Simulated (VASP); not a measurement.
Wanted: the native input for a VASP 6.6.1 run.

```yaml
Task: single point
Functional: r2SCAN
Potentials_or_basis: VASP PAW PBE potentials, release 64 (Ti_sv, O)
Cutoff: 520 eV
k_mesh: 8 × 8 × 8
Occupations: gaussian, width 0.01 eV
Spin: no spin polarisation
Dipole_correction: no
Further_INCAR_settings: ALGO = Normal; EDIFF = 1e-06; NBANDS = 33
```

The system is TiO2 (Anatase).

```
CELL_PARAMETERS angstrom
-1.88890 1.88890 4.79172
1.88890 -1.88890 4.79172
1.88890 1.88890 -4.79172
ATOMIC_POSITIONS crystal
Ti 0.00000 0.00000 0.00000
Ti 0.75000 0.25000 0.50000
O 0.20729 0.20729 0.00000
O 0.95729 0.45729 0.50000
O 0.54271 0.04271 0.50000
O 0.79271 0.79271 0.00000
```

These files were run (other wordings do the same):

POSCAR

```
TiO2
1.0
   -1.8888993355      1.8888993355      4.7917223787
    1.8888993355     -1.8888993355      4.7917223787
    1.8888993355      1.8888993355     -4.7917223787
Ti O
2 4
Direct
    0.0000000000      0.0000000000      0.0000000000
    0.7500000000      0.2500000000      0.5000000000
    0.2072852706      0.2072852706      0.0000000000
    0.9572852706      0.4572852706      0.5000000000
    0.5427147294      0.0427147294      0.5000000000
    0.7927147294      0.7927147294      0.0000000000
```

INCAR.step1

```
PREC = Accurate ; ENCUT = 520
ISMEAR = 0 ; SIGMA = 0.01
LREAL = F ; LASPH = T
NELM = 100 ; NBANDS = 33
GGA = PE ; ALGO = Normal
EDIFF = 1E-4 ; LWAVE = T
LCHARG = F
```

INCAR.step2

```
PREC = Accurate ; ENCUT = 520
EDIFF = 1E-6 ; ISMEAR = 0
SIGMA = 0.01 ; LREAL = F
LASPH = T ; NELM = 100
ALGO = Normal ; ISIF = 2
LWAVE = F ; LCHARG = T
METAGGA = R2SCAN ; LMIXTAU = T
LELF = T ; LVHAR = T
NBANDS = 33 ; ISTART = 1
```

KPOINTS

```
Automatic mesh
0
Gamma
  8 8 8
```

Potentials or basis: VASP PAW PBE potentials, release 64 (Ti_sv, O).

Command:

```bash
$ cat potpaw_PBE.64/Ti_sv/POTCAR potpaw_PBE.64/O/POTCAR > POTCAR
$ cp INCAR.step1 INCAR
$ mpirun -np 1 vasp_std > vasp.out
$ cp INCAR.step2 INCAR
$ mpirun -np 1 vasp_std > vasp.out
```

It gave:

* Pressure: 1.2 GPa
* Largest force: 0.026 eV/Å
* Band gap on the k mesh: 2.59 eV, indirect (least direct gap 2.90 eV)

Caveat: the PAW data sets were made with another functional, which shifts forces and pressure a little.

Run time: 12 min on 1 thread of Intel(R) Xeon(R) Platinum 8375C CPU @ 2.90GHz (Ice Lake) (shared host), peak memory 0.33 GiB.
